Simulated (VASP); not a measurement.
Wanted: the native input for a VASP 6.6.1 run.

```
Task                   : single point
Functional             : PBE
Potentials or basis    : VASP PAW PBE potentials, release 64 (W_sv)
Cutoff                 : 520 eV
k mesh                 : 16 × 16 × 16
Occupations            : fermi-dirac, width 0.1 eV
Spin                   : no spin polarisation
Dipole correction      : no
Further INCAR settings : ALGO = Normal; EDIFF = 1e-06; NBANDS = 13
```

The structure of W lies in POSCAR:

```
W
1.0
    2.3127543083      0.0000000000      0.0000000000
    0.0000000000      2.3127543083      0.0000000000
    0.0000000000      0.0000000000      2.3127543083
W
1
Direct
    0.0000000000      0.0000000000      0.0000000000
```

These files were run (other wordings do the same):

INCAR

```
  ALGO = Normal
  EDIFF = 1E-6
  ENCUT = 520
  GGA = PE
  ISIF = 2
  ISMEAR = -1
  LASPH = True
  LCHARG = False
  LREAL = False
  LWAVE = False
  NBANDS = 13
  NELM = 60
  PREC = Accurate
  SIGMA = 0.1
```

KPOINTS

```
k-points
0
Gamma
  16 16 16
```

Potentials or basis: VASP PAW PBE potentials, release 64 (W_sv).

Launch:

```bash
$ cat potpaw_PBE.64/W_sv/POTCAR > POTCAR
$ mpirun -np 1 vasp_std > vasp.out
```

It gave:

The pressure is 197.3 GPa and the band gap on the k mesh is zero (band 7 reaches 18.01 eV, above the bottom of band 8 at 13.63 eV).

Caveat: spin-orbit coupling is left out, which moves the levels of the heavy elements.

It took 10 s on 1 thread of AMD EPYC 9R45 96-Core Processor (Zen 5), with other jobs on the host, peak memory 0.1 GiB.
